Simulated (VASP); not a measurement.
MgO:

```
Mg O
1.0
     0.00000    2.28201    2.32765
     2.28201    0.00000    2.32765
     2.28201    2.28201    0.00000
Mg O
1 1
Direct
  0.00000 0.00000 0.00000
  0.25000 0.25000 0.25000
```

This cell differs from its parent crystal: uniaxial z strain +2.0%.

Base run:

* Program: VASP 6.6.1
* Functional: PBE
* Potentials or basis: VASP PAW PBE potentials, release 64 (Mg, O)
* Cutoff: 520 eV
* k mesh: 10 × 10 × 10
* Occupations: fermi-dirac, width 0.02 eV
* Spin: no spin polarisation

Its results: band gap on the k mesh 3.51 eV, indirect (the least direct gap lies 2.1 meV higher); pressure 1.0 GPa.

Task: The run is repeated on the same cell with these changes: functional from PBE to r2SCAN; occupations from fermi-dirac, width 0.02 eV to gaussian, width 0.01 eV. What comes out?

Result: Band gap on the k mesh 4.19 eV, indirect (the least direct gap lies 2.5 meV higher); pressure -3.0 GPa.

Caveats: the PAW data sets were made with another functional, which shifts forces and pressure a little (some runs).

